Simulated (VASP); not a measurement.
Here is a VASP 6.6.1 calculation.

File INCAR:

```
  PREC = Accurate
  ENCUT = 520
  EDIFF = 1E-7
  ISMEAR = 0
  SIGMA = 0.1
  LREAL = F
  LASPH = T
  NELM = 60
  ALGO = Normal
  ISIF = 2
  LWAVE = F
  LCHARG = T
  GGA = PE
  LELF = T
  LVHAR = T
  NBANDS = 41
```

KPOINTS

```
Automatic mesh
0
Gamma
  3 3 4
```

POSCAR

```
Mg5ZnS6
1.0
    6.6571032800      0.0000000000      0.0000000000
   -3.3285516400      5.7652205500      0.0000000000
    0.0000000000      0.0000000000      6.2871334500
Mg Zn S
5 1 6
Direct
    0.0000000000      0.6666666700      0.0000000000
    0.6666666700      0.0000000000      0.0000000000
    0.3333333300      0.3333333300      0.0000000000
    0.3333333300      0.6666666700      0.5000000000
    0.6666666700      0.3333333300      0.5000000000
    0.0000000000      0.0000000000      0.5000000000
    0.0000000000      0.6666666700      0.3849999900
    0.6666666700      0.0000000000      0.3849999900
    0.3333333300      0.3333333300      0.3849999900
    0.3333333300      0.6666666700      0.8849999900
    0.0000000000      0.0000000000      0.8849999900
    0.6666666700      0.3333333300      0.8849999900
```

Potentials or basis: VASP PAW PBE potentials, release 64 (Mg, Zn, S).

Launch:

```console
$ cat potpaw_PBE.64/Mg/POTCAR potpaw_PBE.64/Zn/POTCAR potpaw_PBE.64/S/POTCAR > POTCAR
$ mpirun -np 1 vasp_std > vasp.out
```

Problem. Predict the largest force.

Solution. 0.907 eV/Å.

Problem. What does it give for the pressure?

Solution. 8.7 GPa.

Problem. What does it give for the band gap on the k mesh?

Solution. 3.68 eV.

Stress tensor (GPa, compression positive):
```
10.22  0.00  0.00
 0.00 10.22  0.00
 0.00  0.00  5.60
```

Caveat: the cell stands under pressure. A k mesh can miss the band edges.
